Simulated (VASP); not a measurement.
# Hf2Ru (Fd-3m) in VASP: a series of runs

Runs on Hf2Ru. Level: PBE. Tasks: single point, relaxation of cell and atoms.

Everything below comes from runs of VASP 6.6.1. Logs are shortened: lines on timing, memory, paths and dates and some standing lists are left out, and cuts for length are marked.

## Step 1: The cell of the first run

The structure is cubic, space group Fd-3m (No. 227). Conventional cell: a = 7.761 Å, b = 7.761 Å, c = 7.761 Å, α = 90.00°, β = 90.00°, γ = 90.00°. Hf (site symmetry -3m) has 6 Hf at 2.74 Å and 6 Ru at 3.22 Å within 3.6 Å. Within 4.2 Å of Ru (site symmetry -43m) lie 12 Hf at 3.22 Å and 4 Ru at 3.36 Å.

## Step 2: Single point, PBE

Contents of INCAR:

```
PREC = Accurate
ENCUT = 520
EDIFF = 1E-6
ISMEAR = 0
SIGMA = 0.1
LREAL = False
LASPH = True
NELM = 100
ALGO = Normal
ISIF = 2
LWAVE = False
LCHARG = False
GGA = PE
NBANDS = 43
```

Contents of KPOINTS:

```
regular mesh
0
Gamma
  4 4 4
```

Contents of POSCAR:

```
Hf2Ru
1.0
    0.0000000000      3.8806450989      3.8806450989
    3.8806450989      0.0000000000      3.8806450989
    3.8806450989      3.8806450989      0.0000000000
Hf Ru
4 2
Direct
    0.6250000000      0.6250000000      0.6250000000
    0.1250000000      0.6250000000      0.6250000000
    0.6250000000      0.6250000000      0.1250000000
    0.6250000000      0.1250000000      0.6250000000
    0.0000000000      0.0000000000      0.0000000000
    0.2500000000      0.2500000000      0.2500000000
```

Potentials or basis: VASP PAW PBE potentials, release 64 (Hf_pv, Ru_pv).

Command:

```
cat potpaw_PBE.64/Hf_pv/POTCAR potpaw_PBE.64/Ru_pv/POTCAR > POTCAR
mpirun -np 1 vasp_std > vasp.out
```

OUTCAR:

```text
PREC = Accurate
   ENCUT = 520
   EDIFF = 1E-6
   ISMEAR = 0
   LREAL = False
   LASPH = True
   NELM = 100
   ISIF = 2
   GGA = PE

 ion  position               nearest neighbor table
   1  0.625  0.625  0.625-   2 2.74   3 2.74   4 2.74   3 2.74   4 2.74   2 2.74   6 3.22   5 3.22
                             6 3.22   5 3.22   6 3.22   5 3.22
   2  0.125  0.625  0.625-   1 2.74   3 2.74   4 2.74   1 2.74   3 2.74   4 2.74   5 3.22   6 3.22
                             5 3.22   5 3.22   6 3.22   6 3.22
   3  0.625  0.625  0.125-   1 2.74   1 2.74   2 2.74   4 2.74   4 2.74   2 2.74   6 3.22   5 3.22
                             6 3.22   5 3.22   6 3.22   5 3.22
   4  0.625  0.125  0.625-   1 2.74   3 2.74   1 2.74   2 2.74   3 2.74   2 2.74   5 3.22   6 3.22
                             5 3.22   6 3.22   6 3.22   5 3.22
   5  0.000  0.000  0.000-   1 3.22   3 3.22   4 3.22   1 3.22   2 3.22   3 3.22   1 3.22   2 3.22
                             4 3.22   2 3.22   3 3.22   4 3.22   6 3.36   6 3.36   6 3.36   6 3.36
   6  0.250  0.250  0.250-   2 3.22   3 3.22   4 3.22   1 3.22   2 3.22   4 3.22   1 3.22   2 3.22
                             3 3.22   1 3.22   3 3.22   4 3.22   5 3.36   5 3.36   5 3.36   5 3.36

  LATTYP: Found a face centered cubic cell.
 ALAT       =     7.7612901978

  Lattice vectors:

 A1 = (   0.0000000000,   3.8806450989,   3.8806450989)
 A2 = (   3.8806450989,   0.0000000000,   3.8806450989)
 A3 = (   3.8806450989,   3.8806450989,   0.0000000000)

Analysis of symmetry for initial positions (statically):
=====================================================================
 Subroutine PRICEL returns:
 Original cell was already a primitive cell.

 Routine SETGRP: Setting up the symmetry group for a
 face centered cubic supercell.

 Subroutine GETGRP returns: Found 48 space group operations
 (whereof 24 operations were pure point group operations)
 out of a pool of 48 trial point group operations.

The static configuration has the point symmetry T_d .
 The point group associated with its full space group is O_h .

Analysis of symmetry for dynamics (positions and initial velocities):
=====================================================================
 Subroutine PRICEL returns:
 Original cell was already a primitive cell.

 Routine SETGRP: Setting up the symmetry group for a
 face centered cubic supercell.

 Subroutine GETGRP returns: Found 48 space group operations
 (whereof 24 operations were pure point group operations)
 out of a pool of 48 trial point group operations.

[... 89 lines left out ...]
   LASPH  =      T    aspherical Exc in radial PAW
   ENCUT  =  520.0 eV  38.22 Ry    6.18 a.u.  10.20 10.20 10.20*2*pi/ulx,y,z
   NELM   =    100;   NELMIN=  2; NELMDL= -5     # of ELM steps
   EDIFF  = 0.1E-05   stopping-criterion for ELM
   LREAL  =      F    real-space projection
[... 7 lines left out ...]
   TEBEG  =    0.0;   TEEND  =   0.0 temperature during run
   PSTRESS=    0.0 pullay stress
   NELECT =      68.0000    total number of electrons
   NUPDOWN=      -1.0000    fix difference up-down
   EMIN   =  10.00;   EMAX   =-10.00  energy-range for DOS
   EFERMI =   0.00;   METHOD = LEGACY
   ISMEAR =     0;   SIGMA  =   0.10  broadening in eV -4-tet -1-fermi 0-gaus
   EFERMI_NEDOS =   21; number of points for ismear=-14 and -15
   IALGO  =     38    algorithm
   IMIX   =      4    mixing-type and parameters
     AMIX     =   0.40;   BMIX     =  1.00
     AMIX_MAG =   1.60;   BMIX_MAG =  1.00
  volume/ion in A,a.u.               =      19.48       131.46
  Fermi-wavevector in a.u.,A,eV,Ry     =   1.366671  2.582633 25.412809  1.867789
  Thomas-Fermi vector in A             =   2.492791
   LORBIT       =      0    0 simple, 1 ext, 2 COOP (PROOUT), +10 PAW based schemes
   GGA     = PE    functional components
   LHFCALC =     F    Hartree Fock is set to
   AEXX    =    0.0000 exact exchange contribution
   IVDW    =     0    specifies the selected vdW correction
   LEPSILON=     F    determine dielectric tensor
   LRPA    =     F    only Hartree local field effects (RPA)
 non-spin polarized calculation
 Gauss-broadening in eV      SIGMA  =   0.10
  energy-cutoff  :      520.00
  volume of cell :      116.88
 maximum number of plane-waves:      3156
 NGX is ok and might be reduce to    42
   NGX = 21   NGY = 21   NGZ = 21

 number of electron      67.9999994 magnetization

 Free energy of the ion-electron system (eV)
  ---------------------------------------------------
  ext. energy  EPLUGINS =         0.00000000
  ---------------------------------------------------
  free energy    TOTEN  =       -54.14585667 eV

  energy without entropy =      -54.08241261  energy(sigma->0) =      -54.11413464

 E-fermi :   5.9001     XC(G=0): -11.9133

 val. band max:        5.8709955248   @ k =  -0.2500   0.5000   0.2500
 cond. band min:       5.9176236863   @ k =   0.2500   0.2500   0.0000
 fundamental gap:      0.0466281616
 Fermi energy:         5.9000659407

 k-point     1 :       0.0000    0.0000    0.0000
  band No.  band energies     occupation
      1     -36.1229      2.00000
      2     -36.1229      2.00000
      3     -36.1229      2.00000
      4     -36.0974      2.00000
      5     -36.0974      2.00000
      6     -36.0974      2.00000
[... 357 lines left out ...]
     42       8.2950      0.00000
     43       8.9634      0.00000

------------------------ aborting loop because EDIFF is reached ----------------------------------------

  FORCE on cell =-STRESS in cart. coord.  units (eV):
  Direction    XX          YY          ZZ          XY          YZ          ZX
  --------------------------------------------------------------------------------------
  -------------------------------------------------------------------------------------
  Total       -0.3436042     -0.3436042     -0.3436042     -0.0000000      0.0000000     -0.0000000
  in kB       -4.7100693     -4.7100693     -4.7100693     -0.0000000      0.0000000     -0.0000000
  external PRESSURE =      -4.7100693 kB  Pullay stress =       0.0000000 kB

 VOLUME and BASIS-vectors are now :
 -----------------------------------------------------------------------------
  energy-cutoff  :      520.00
  volume of cell :      116.88
      direct lattice vectors                 reciprocal lattice vectors
     0.000000000  3.880645099  3.880645099    -0.128844557  0.128844557  0.128844557
     3.880645099  0.000000000  3.880645099     0.128844557 -0.128844557  0.128844557
     3.880645099  3.880645099  0.000000000     0.128844557  0.128844557 -0.128844557

 POSITION                                       TOTAL-FORCE (eV/Angst)
 -----------------------------------------------------------------------------------
      4.85081      4.85081      4.85081         0.000000     -0.000000      0.000000
      4.85081      2.91048      2.91048         0.000000     -0.000000      0.000000
      2.91048      2.91048      4.85081         0.000000     -0.000000      0.000000
      2.91048      4.85081      2.91048         0.000000     -0.000000      0.000000
      0.00000      0.00000      0.00000        -0.000000      0.000000      0.000000
      1.94032      1.94032      1.94032         0.000000     -0.000000     -0.000000
 -----------------------------------------------------------------------------------
    total drift:                               -0.000000     -0.000000      0.000000

  FREE ENERGIE OF THE ION-ELECTRON SYSTEM (eV)
  ---------------------------------------------------
  free  energy   TOTEN  =       -54.1458566674 eV

  energy  without entropy=      -54.0824126073  energy(sigma->0) =      -54.11413464
```

OSZICAR:

```text
N       E                     dE             d eps       ncg     rms          rms(c)
DAV:   1     0.504728659480E+03    0.50473E+03   -0.38376E+04   688   0.156E+03
DAV:   2    -0.315251041355E+02   -0.53625E+03   -0.52192E+03   749   0.448E+02
DAV:   3    -0.574363610252E+02   -0.25911E+02   -0.24568E+02   920   0.748E+01
[... 11 lines left out ...]
DAV:  15    -0.541459355341E+02    0.13023E-02   -0.26278E-03   842   0.214E-01    0.243E-01
DAV:  16    -0.541458817283E+02    0.53806E-04   -0.17905E-04   871   0.576E-02    0.118E-01
DAV:  17    -0.541458597828E+02    0.21946E-04   -0.38266E-05   799   0.217E-02    0.541E-02
DAV:  18    -0.541458565108E+02    0.32720E-05   -0.74969E-06   714   0.965E-03    0.989E-03
DAV:  19    -0.541458566674E+02   -0.15661E-06   -0.70739E-07   423   0.354E-03
   1 F= -.54145857E+02 E0= -.54114135E+02  d E =-.634441E-01
```

stdout:

```text
POSCAR found type information on POSCAR HfRu
 POSCAR found :  2 types and       6 ions
 scaLAPACK will be used
 LDA part: xc-table for (Slater+PW92), standard interpolation
 POSCAR, INCAR and KPOINTS ok, starting setup
 FFT: planning ... GRIDC
 FFT: planning ... GRID_SOFT
 FFT: planning ... GRID
 WAVECAR not read
 entering main loop
```

Run time: 2.5 min. Hardware: 1 thread of AMD EPYC 7R13, shared host; peak memory 0.23 GiB.

Results:

- Free energy: -54.1459 eV
- Pressure: -0.5 GPa
- Band gap on the k mesh: zero (band 34 reaches 6.08 eV, above the bottom of band 35 at 5.87 eV)

Levels at points of the mesh, in eV from the Fermi level:
| k point | band 29 | band 30 | band 31 | band 32 | band 33 | band 34 | band 35 | band 36 | band 37 | band 38 |
| --- | --- | --- | --- | --- | --- | --- | --- | --- | --- | --- |
| (0.00, 0.00, 0.00) | -1.01 | -1.01 | -0.98 | -0.98 | -0.98 | 0.18 | 0.18 | 0.18 | 0.38 | 0.38 |
| (0.50, 0.00, 0.00) | -0.64 | -0.64 | -0.48 | -0.43 | -0.43 | -0.18 | 0.14 | 0.14 | 0.63 | 1.66 |
| (0.50, 0.50, 0.00) | -1.37 | -1.37 | -0.87 | -0.87 | -0.12 | -0.12 | 0.43 | 0.43 | 1.21 | 1.21 |

Caveat: spin-orbit coupling is left out, which moves the levels of the heavy elements.

(Part 1 of 2 ends here.)
